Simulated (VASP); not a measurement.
Here is a VASP 6.6.1 calculation.

File INCAR:

```
PREC     = Accurate       # precision mode
ENCUT    = 1130           # plane-wave cutoff, eV
EDIFF    = 1E-6           # SCF threshold, eV
ISMEAR   = 0              # smearing method
SIGMA    = 0.01           # smearing width, eV
LREAL    = False          # projectors in reciprocal space
LASPH    = True           # aspherical terms in the spheres
NELM     = 120            # most SCF steps
ALGO     = Normal         # electronic algorithm
ISIF     = 2              # what is computed and relaxed
LWAVE    = False          # write WAVECAR
LCHARG   = False          # write CHGCAR
GGA      = PS             # functional
NBANDS   = 20             # bands
GGA_COMPAT= False
```

The input KPOINTS:

```
regular mesh
0
Gamma
  6 6 6
```

The input POSCAR:

```
NaHF2
1.0
    1.6977160689      0.9801768294      4.5692389230
   -1.6977160689      0.9801768294      4.5692389230
    0.0000000000     -1.9603536588      4.5692389230
Na H F
1 1 2
Direct
    0.0000000000      0.0000000000      0.0000000000
    0.5000000000      0.5000000000      0.5000000000
    0.4172389339      0.4172389339      0.4172389339
    0.5827610661      0.5827610661      0.5827610661
```

Potentials or basis: VASP PAW PBE potentials, release 64 (Na_sv, H, F).

Launch:

```console
$ cat potpaw_PBE.64/Na_sv/POTCAR potpaw_PBE.64/H/POTCAR potpaw_PBE.64/F/POTCAR > POTCAR
$ mpirun -np 1 vasp_std > vasp.out
```

**Question.** Estimate the band gap on the k mesh.

**Answer.** 7.05 eV (least direct gap 7.24 eV).

**Question.** Estimate the pressure.

**Answer.** 1.9 GPa.

**Question.** Predict the largest force.

**Answer.** 0.157 eV/Å.

Stress tensor (GPa, compression positive):
```
1.49 0.00 0.00
0.00 1.49 0.00
0.00 0.00 2.74
```

Caveat: the PAW data sets were made with another functional, which shifts forces and pressure a little. A k mesh can miss the band edges.
